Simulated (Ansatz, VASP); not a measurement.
## Te: VASP beside Ansatz

File INCAR:

```
SYSTEM = Te
  ALGO = Normal
  EDIFF = 1E-7
  EDIFFG = -0.01
  ENCUT = 500
  GGA = PE
  GGA_COMPAT = .FALSE.
  IBRION = 2
  ISIF = 3
  ISMEAR = -1
  LASPH = .TRUE.
  LCHARG = .FALSE.
  LREAL = .FALSE.
  LWAVE = .FALSE.
  NELM = 120
  NELMIN = 4
  NSW = 80
  PREC = Accurate
  SIGMA = 0.1
```

File KPOINTS:

```
k-points
0
G
  8 8 8
  0 0 0
```

The input POSCAR:

```
Te
1.0
    0.0000000000      3.3891640866      3.3891640866
    3.3891640866      0.0000000000      3.3891640866
    3.3891640866      3.3891640866      0.0000000000
Te
2
Direct
    0.1250000000      0.1250000000      0.1250000000
    0.8750000000      0.8750000000      0.8750000000
```

Input for Ansatz:

```yaml
crystal:
  lattice:
    - [0.0, 3.3891640866, 3.3891640866]
    - [3.3891640866, 0.0, 3.3891640866]
    - [3.3891640866, 3.3891640866, 0.0]
  atoms:
    - { symbol: Te, position: [0.125, 0.125, 0.125] }
    - { symbol: Te, position: [0.875, 0.875, 0.875] }
hamiltonian:
  xc: pbe
  pseudopotentials:
    kind: paw
    azcp:
      Te: "pseudopotentials/Te.paw.azcp"
basis:
  ecutwfc: 420
  fft_grid_basis: typed
kpoints:
  mp_grid: { grid: [8, 8, 8], shift: [0, 0, 0] }
magnetization:
  spin_polarized: false
scf:
  occupations: { method: fermi_dirac, width: 0.1 }
relax:
  max_steps: 60
  f_tol: 0.01
  cell: {}
output:
  write_density: true
  write_potential: true
  elf: true
  volumetric_format: npy
```

Alike in both runs: task relaxation of cell and atoms; functional PBE; k mesh 8 × 8 × 8; occupations fermi-dirac, width 0.1 eV; no spin polarisation.

```csv
,VASP,Ansatz
version,VASP 6.6.1,Ansatz 0.2.0
potentials or method,"VASP PAW PBE potentials, release 64 (Te), cutoff 500 eV","plane waves (420 eV) with PAW, scalar-relativistic"
valence electrons in the cell,12,32
```

```csv
,VASP,Ansatz,Ansatz less VASP
relaxed volume (Å³/atom),46.34,46.40,+0.059
relaxed cell length with the largest relative difference (Å),5.080,5.082,+0.0022
```

VASP's potentials hold 12 valence electrons a cell and Ansatz's 32, so a difference there can come from the potentials and not from the codes.

Neither program's run includes spin-orbit coupling. Noted on VASP's run: the volume moved by over 15 % at a fixed basis, so the end points are rough.
